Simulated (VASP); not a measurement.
# LiF (Fm-3m) in VASP: further runs, part 2 of 2

VASP 6.6.1.

### 4 Single point, r2SCAN

The input, POSCAR:

```
LiF
1.0
    8.0151850000      0.0000000000      0.0000000000
    0.0000000000      8.0151850000      0.0000000000
    0.0000000000      0.0000000000      8.0151850000
F Li
32 32
Direct
    0.2500000000      0.0000000000      0.0000000000
    0.2500000000      0.0000000000      0.5000000000
    0.2500000000      0.5000000000      0.0000000000
    0.2500000000      0.5000000000      0.5000000000
    0.7500000000      0.0000000000      0.0000000000
    0.7500000000      0.0000000000      0.5000000000
    0.7500000000      0.5000000000      0.0000000000
    0.7500000000      0.5000000000      0.5000000000
    0.0000000000      0.2500000000      0.0000000000
    0.0000000000      0.2500000000      0.5000000000
    0.0000000000      0.7500000000      0.0000000000
    0.0000000000      0.7500000000      0.5000000000
    0.5000000000      0.2500000000      0.0000000000
    0.5000000000      0.2500000000      0.5000000000
    0.5000000000      0.7500000000      0.0000000000
    0.5000000000      0.7500000000      0.5000000000
    0.0000000000      0.0000000000      0.2500000000
    0.0000000000      0.0000000000      0.7500000000
    0.0000000000      0.5000000000      0.2500000000
    0.0000000000      0.5000000000      0.7500000000
    0.5000000000      0.0000000000      0.2500000000
    0.5000000000      0.0000000000      0.7500000000
    0.5000000000      0.5000000000      0.2500000000
    0.5000000000      0.5000000000      0.7500000000
    0.2500000000      0.2500000000      0.2500000000
    0.2500000000      0.2500000000      0.7500000000
    0.2500000000      0.7500000000      0.2500000000
    0.2500000000      0.7500000000      0.7500000000
    0.7500000000      0.2500000000      0.2500000000
    0.7500000000      0.2500000000      0.7500000000
    0.7500000000      0.7500000000      0.2500000000
    0.7500000000      0.7500000000      0.7500000000
    0.0000000000      0.0000000000      0.0000000000
    0.0000000000      0.0000000000      0.5000000000
    0.0000000000      0.5000000000      0.0000000000
    0.0000000000      0.5000000000      0.5000000000
    0.5000000000      0.0000000000      0.0000000000
    0.5000000000      0.0000000000      0.5000000000
    0.5000000000      0.5000000000      0.0000000000
    0.5000000000      0.5000000000      0.5000000000
    0.2500000000      0.2500000000      0.0000000000
    0.2500000000      0.2500000000      0.5000000000
    0.2500000000      0.7500000000      0.0000000000
    0.2500000000      0.7500000000      0.5000000000
    0.7500000000      0.2500000000      0.0000000000
    0.7500000000      0.2500000000      0.5000000000
    0.7500000000      0.7500000000      0.0000000000
    0.7500000000      0.7500000000      0.5000000000
    0.2500000000      0.0000000000      0.2500000000
    0.2500000000      0.0000000000      0.7500000000
    0.2500000000      0.5000000000      0.2500000000
    0.2500000000      0.5000000000      0.7500000000
    0.7500000000      0.0000000000      0.2500000000
    0.7500000000      0.0000000000      0.7500000000
    0.7500000000      0.5000000000      0.2500000000
    0.7500000000      0.5000000000      0.7500000000
    0.0000000000      0.2500000000      0.2500000000
    0.0000000000      0.2500000000      0.7500000000
    0.0000000000      0.7500000000      0.2500000000
    0.0000000000      0.7500000000      0.7500000000
    0.5000000000      0.2500000000      0.2500000000
    0.5000000000      0.2500000000      0.7500000000
    0.5000000000      0.7500000000      0.2500000000
    0.5000000000      0.7500000000      0.7500000000
```

The input, INCAR.step1:

```
SYSTEM = LiF
  PREC = Accurate
  ENCUT = 520
  ISMEAR = -1
  SIGMA = 0.05
  LREAL = Auto
  LASPH = .True.
  NELM = 80
  NBANDS = 198
  GGA = PE
  ALGO = Normal
  EDIFF = 1E-4
  LWAVE = .True.
  LCHARG = .False.
```

The input, INCAR.step2:

```
SYSTEM = LiF
  PREC = Accurate
  ENCUT = 520
  EDIFF = 1E-6
  ISMEAR = -1
  SIGMA = 0.05
  LREAL = Auto
  LASPH = .True.
  NELM = 80
  ALGO = Normal
  ISIF = 2
  LWAVE = .False.
  LCHARG = .True.
  METAGGA = R2SCAN
  LMIXTAU = .True.
  LELF = .True.
  LVHAR = .True.
  NBANDS = 198
  ISTART = 1
```

The input, KPOINTS:

```
Automatic mesh
0
Gamma
  1 1 1
  0 0 0
```

Potentials or basis: VASP PAW PBE potentials, release 64 (F, Li_sv).

On the command line:

```console
$ cat potpaw_PBE.64/F/POTCAR potpaw_PBE.64/Li_sv/POTCAR > POTCAR
$ cp INCAR.step1 INCAR
$ mpirun -np 1 vasp_gam > vasp.out
$ cp INCAR.step2 INCAR
$ mpirun -np 1 vasp_gam > vasp.out
```

OUTCAR:

```text
SYSTEM = LiF
   PREC = Accurate
   ENCUT = 520
   EDIFF = 1E-6
   ISMEAR = -1
   LREAL = Auto
   LASPH = .True.
   NELM = 80
   ISIF = 2
   METAGGA = R2SCAN
   ISTART = 1

 ion  position               nearest neighbor table
   1  0.250  0.000  0.000-  33 2.00  37 2.00  41 2.00  43 2.00  49 2.00  50 2.00
   2  0.250  0.000  0.500-  34 2.00  38 2.00  42 2.00  44 2.00  49 2.00  50 2.00
   3  0.250  0.500  0.000-  35 2.00  39 2.00  41 2.00  43 2.00  51 2.00  52 2.00
   4  0.250  0.500  0.500-  36 2.00  40 2.00  42 2.00  44 2.00  51 2.00  52 2.00
   5  0.750  0.000  0.000-  33 2.00  37 2.00  45 2.00  47 2.00  53 2.00  54 2.00
   6  0.750  0.000  0.500-  34 2.00  38 2.00  46 2.00  48 2.00  53 2.00  54 2.00
[... 56 lines left out ...]
  63  0.500  0.750  0.250-  15 2.00  16 2.00  21 2.00  23 2.00  27 2.00  31 2.00
  64  0.500  0.750  0.750-  15 2.00  16 2.00  22 2.00  24 2.00  28 2.00  32 2.00

  LATTYP: Found a simple cubic cell.
 ALAT       =     8.0151850000

  Lattice vectors:

 A1 = (   8.0151850000,   0.0000000000,   0.0000000000)
 A2 = (   0.0000000000,   8.0151850000,   0.0000000000)
 A3 = (   0.0000000000,   0.0000000000,   8.0151850000)

Analysis of symmetry for initial positions (statically):
=====================================================================
 Subroutine PRICEL returns following result:

  LATTYP: Found a face centered cubic cell.
 ALAT       =     4.0075925000

  Lattice vectors:

 A1 = (   2.0037962500,  -2.0037962500,   0.0000000000)
 A2 = (   2.0037962500,   0.0000000000,   2.0037962500)
 A3 = (   0.0000000000,  -2.0037962500,   2.0037962500)

  32 primitive cells build up your supercell.

 Routine SETGRP: Setting up the symmetry group for a
 simple cubic supercell.

 Subroutine GETGRP returns: Found 48 space group operations
 (whereof 48 operations were pure point group operations)
 out of a pool of 48 trial point group operations.

The static configuration has the point symmetry O_h .

Analysis of symmetry for dynamics (positions and initial velocities):
=====================================================================
 Subroutine PRICEL returns following result:

  LATTYP: Found a face centered cubic cell.
 ALAT       =     4.0075925000

  Lattice vectors:

 A1 = (   2.0037962500,  -2.0037962500,   0.0000000000)
 A2 = (   2.0037962500,   0.0000000000,   2.0037962500)
 A3 = (   0.0000000000,  -2.0037962500,   2.0037962500)

  32 primitive cells build up your supercell.

 Routine SETGRP: Setting up the symmetry group for a
 simple cubic supercell.

 Subroutine GETGRP returns: Found 48 space group operations
 (whereof 48 operations were pure point group operations)
 out of a pool of 48 trial point group operations.

The dynamic configuration has the point symmetry O_h .

 Subroutine INISYM returns: Found 48 space group operations
 (whereof 48 operations are pure point group operations),
 and found    32 'primitive' translations

----------------------------------------------------------------------------------------

                                     Primitive cell

  volume of cell :      16.0913

  direct lattice vectors                    reciprocal lattice vectors
     2.003796250 -2.003796250  0.000000000     0.249526368 -0.249526368 -0.249526368
     2.003796250  0.000000000  2.003796250     0.249526368  0.249526368  0.249526368
     0.000000000 -2.003796250  2.003796250    -0.249526368 -0.249526368  0.249526368

  length of vectors
     2.833795833  2.833795833  2.833795833     0.432192347  0.432192347  0.432192347

  position of ions in fractional coordinates (direct lattice)
     0.500000000  0.500000000  0.500000000
     0.000000000  0.000000000  0.000000000

  ion indices of the primitive-cell ions
   primitive index   ion index
                 1           1
                 2          33

----------------------------------------------------------------------------------------

 KPOINTS: Automatic mesh

Automatic generation of k-mesh.
 Grid dimensions read from file:
 generate k-points for:    1    1    1

 Generating k-lattice:

  Cartesian coordinates                     Fractional coordinates (reciprocal lattice)
     0.124763184  0.000000000  0.000000000     1.000000000  0.000000000  0.000000000
     0.000000000  0.124763184  0.000000000     0.000000000  1.000000000  0.000000000
     0.000000000  0.000000000  0.124763184     0.000000000  0.000000000  1.000000000

  Length of vectors
     0.124763184  0.124763184  0.124763184

  Shift w.r.t. Gamma in fractional coordinates (k-lattice)
     0.000000000  0.000000000  0.000000000

 Subroutine IBZKPT returns following result:
 ===========================================

 Found      1 irreducible k-points:

 Following reciprocal coordinates:
            Coordinates               Weight
  0.000000  0.000000  0.000000      1.000000
   k-points           NKPTS =      1   k-points in BZ     NKDIM =      1   number of bands    NBANDS=    198
   number of dos      NEDOS =    301   number of ions     NIONS =     64
   total plane-waves  NPLWV = 216000
   dimension x,y,z NGX =    60 NGY =   60 NGZ =   60
   dimension x,y,z NGXF=   120 NGYF=  120 NGZF=  120
   ions per type =              32  32
   NGX,Y,Z   is equivalent  to a cutoff of  12.44, 12.44, 12.44 a.u.
   NGXF,Y,Z  is equivalent  to a cutoff of  24.89, 24.89, 24.89 a.u.
 SYSTEM =  LiF
   PREC   = accura    normal or accurate (medium, high low for compatibility)
   ISTART =      1    job   : 0-new  1-cont  2-samecut
   ICHARG =      0    charge: 1-file 2-atom 10-const
   ISPIN  =      1    spin polarized calculation?
   LNONCOLLINEAR =      F non collinear calculations
   LSORBIT =      F    spin-orbit coupling
   LASPH  =      T    aspherical Exc in radial PAW
   ENCUT  =  520.0 eV  38.22 Ry    6.18 a.u.  14.90 14.90 14.90*2*pi/ulx,y,z
   NELM   =     80;   NELMIN=  2; NELMDL=  0     # of ELM steps
   EDIFF  = 0.1E-05   stopping-criterion for ELM
   LREAL  =      T    real-space projection
   EDIFFG = 0.1E-04   stopping-criterion for IOM
   NSW    =      0    number of steps for IOM
   IBRION =     -1    ionic relax: 0-MD 1-quasi-New 2-CG
   NFREE  =      0    steps in history (QN), initial steepest desc. (CG)
   ISIF   =      2    stress and relaxation
   ISYM   =      2    0-nonsym 1-usesym 2-fastsym
   POTIM  = 0.5000    time-step for ionic-motion
   TEBEG  =    0.0;   TEEND  =   0.0 temperature during run
   PSTRESS=    0.0 pullay stress
   NELECT =     320.0000    total number of electrons
   NUPDOWN=      -1.0000    fix difference up-down
   EMIN   =  10.00;   EMAX   =-10.00  energy-range for DOS
   EFERMI =   0.00;   METHOD = LEGACY
   ISMEAR =    -1;   SIGMA  =   0.05  broadening in eV -4-tet -1-fermi 0-gaus
   EFERMI_NEDOS =   21; number of points for ismear=-14 and -15
   IALGO  =     38    algorithm
   IMIX   =      4    mixing-type and parameters
     AMIX     =   0.40;   BMIX     =  1.00
     AMIX_MAG =   1.60;   BMIX_MAG =  1.00
  volume/ion in A,a.u.               =       8.05        54.29
  Fermi-wavevector in a.u.,A,eV,Ry     =   1.397048  2.640038 26.555070  1.951743
  Thomas-Fermi vector in A             =   2.520342
   LORBIT       =      0    0 simple, 1 ext, 2 COOP (PROOUT), +10 PAW based schemes
   METAGGA = R2SCAN    functional components
   LHFCALC =     F    Hartree Fock is set to
   AEXX    =    0.0000 exact exchange contribution
   IVDW    =     0    specifies the selected vdW correction
   LEPSILON=     F    determine dielectric tensor
   LRPA    =     F    only Hartree local field effects (RPA)
 non-spin polarized calculation
  energy-cutoff  :      520.00
  volume of cell :      514.92
 maximum number of plane-waves:      6975
 NGX is ok and might be reduce to    60
   NGX = 29   NGY = 29   NGZ = 29

 number of electron     319.9999197 magnetization

 Free energy of the ion-electron system (eV)
  ---------------------------------------------------
  ext. energy  EPLUGINS =         0.00000000
  ---------------------------------------------------
  free energy    TOTEN  =      -380.70838285 eV

  energy without entropy =     -380.70838285  energy(sigma->0) =     -380.70838285

 E-fermi :  -0.2377     XC(G=0): -10.6273

 val. band max:       -1.5423391395   @ k =   0.0000   0.0000   0.0000
 cond. band min:       8.8615748199   @ k =   0.0000   0.0000   0.0000
 fundamental gap:     10.4039139593
 Fermi energy:        -0.2377186118

 k-point     1 :       0.0000    0.0000    0.0000
  band No.  band energies     occupation
      1     -43.5764      2.00000
      2     -43.5372      2.00000
      3     -43.5372      2.00000
      4     -43.5372      2.00000
      5     -43.5372      2.00000
      6     -43.5372      2.00000
[... 164 lines left out ...]
    171      11.1764      0.00000
    172      11.7920      0.00000
 [bands above 172 left out]

------------------------ aborting loop because EDIFF is reached ----------------------------------------

  FORCE on cell =-STRESS in cart. coord.  units (eV):
  Direction    XX          YY          ZZ          XY          YZ          ZX
  --------------------------------------------------------------------------------------
  -------------------------------------------------------------------------------------
  Total       -3.9318372     -3.9318372     -3.9318372     -0.0000000     -0.0000000     -0.0000000
  in kB      -12.2339151    -12.2339151    -12.2339151     -0.0000000     -0.0000000     -0.0000000
  external PRESSURE =     -12.2339151 kB  Pullay stress =       0.0000000 kB

 VOLUME and BASIS-vectors are now :
 -----------------------------------------------------------------------------
  energy-cutoff  :      520.00
  volume of cell :      514.92
      direct lattice vectors                 reciprocal lattice vectors
     8.015185000  0.000000000  0.000000000     0.124763184  0.000000000  0.000000000
     0.000000000  8.015185000  0.000000000     0.000000000  0.124763184  0.000000000
     0.000000000  0.000000000  8.015185000     0.000000000  0.000000000  0.124763184

 POSITION                                       TOTAL-FORCE (eV/Angst)
 -----------------------------------------------------------------------------------
      2.00380      0.00000      0.00000         0.000000     -0.000000      0.000000
      2.00380      0.00000      4.00759         0.000000     -0.000000      0.000000
      2.00380      4.00759      0.00000         0.000000      0.000000     -0.000000
      2.00380      4.00759      4.00759         0.000000      0.000000     -0.000000
      6.01139      0.00000      0.00000        -0.000000     -0.000000     -0.000000
      6.01139      0.00000      4.00759        -0.000000     -0.000000     -0.000000
[... 56 lines left out ...]
      4.00759      6.01139      2.00380        -0.000000     -0.000000      0.000000
      4.00759      6.01139      6.01139        -0.000000      0.000000      0.000000
 -----------------------------------------------------------------------------------
    total drift:                                0.000000     -0.000000      0.000000

  FREE ENERGIE OF THE ION-ELECTRON SYSTEM (eV)
  ---------------------------------------------------
  free  energy   TOTEN  =      -380.7083828509 eV

  energy  without entropy=     -380.7083828508  energy(sigma->0) =     -380.70838285
```

It took 8.4 min on 1 thread of Intel Xeon Platinum 8488C (Sapphire Rapids), shared host; peak memory 0.54 GiB.

Results:

| Quantity | Value |
| --- | --- |
| Free energy | -380.7084 eV |
| Band gap on the k mesh | 10.40 eV |

Levels at points of the mesh, in eV from the valence-band top:
```tsv
k point	band 157	band 158	band 159	band 160	band 161	band 162	band 163	band 164
(0.00, 0.00, 0.00)	-0.25	0.00	0.00	0.00	10.40	11.91	11.91	11.91
```

Caveat: the k points lie up to 0.78 Å⁻¹ apart; the cutoff is under 1.25 times the usual one of these potentials, so pressure, stress and relaxed cells hold a basis-set (Pulay) error; the PAW data sets were made with another functional, which shifts forces and pressure a little.

### 5 The runs side by side

```tsv
level	grid for exact exchange (PRECFOCK)	screening parameter	gap on the mesh (eV)
PBEsol	-	-	9.05
HSE06	Fast	0.2079 1/Å	11.55
r2SCAN	-	-	10.40
```

Alike in all rows: task single point; potentials or basis VASP PAW PBE potentials, release 64 (F, Li_sv); no spin polarisation; cell as given; k mesh 1 × 1 × 1; cutoff (eV) 520; smearing fermi-dirac 0.05 eV.

Caveats: all runs use coarse meshes; the cutoff is under 1.25 times the usual one of these potentials, so pressure, stress and relaxed cells hold a basis-set (Pulay) error; the PAW data sets were made with another functional, which shifts forces and pressure a little.

Total energies depend on the potentials used, so only differences within one code and one set of settings carry meaning.
